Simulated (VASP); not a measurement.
Here is a VASP 6.6.1 calculation.

File INCAR:

```
PREC = Accurate
ENCUT = 520
EDIFF = 1E-6
ISMEAR = -1
SIGMA = 0.1
LREAL = F
LASPH = T
NELM = 60
ALGO = Normal
ISIF = 2
LWAVE = F
LCHARG = F
GGA = CA
NBANDS = 17
```

File KPOINTS:

```
regular mesh
0
Gamma
  13 13 13
```

Contents of POSCAR:

```
Pd
1.0
    0.0000000000      2.2587917814      2.2587917814
    2.2587917814      0.0000000000      2.2587917814
    2.2587917814      2.2587917814      0.0000000000
Pd
2
Direct
   -0.1250000000     -0.1250000000     -0.1250000000
    0.1250000000      0.1250000000      0.1250000000
```

Potentials or basis: VASP PAW LDA potentials, release 64 (Pd).

Command:

```bash
$ cat potpaw_LDA.64/Pd/POTCAR > POTCAR
$ mpirun -np 1 vasp_std > vasp.out
```

Task: Estimate the pressure.

Result: 286.0 GPa.

Task: Estimate the band gap on the k mesh.

Result: Zero (band 10 reaches 16.50 eV, above the bottom of band 11 at 15.34 eV).
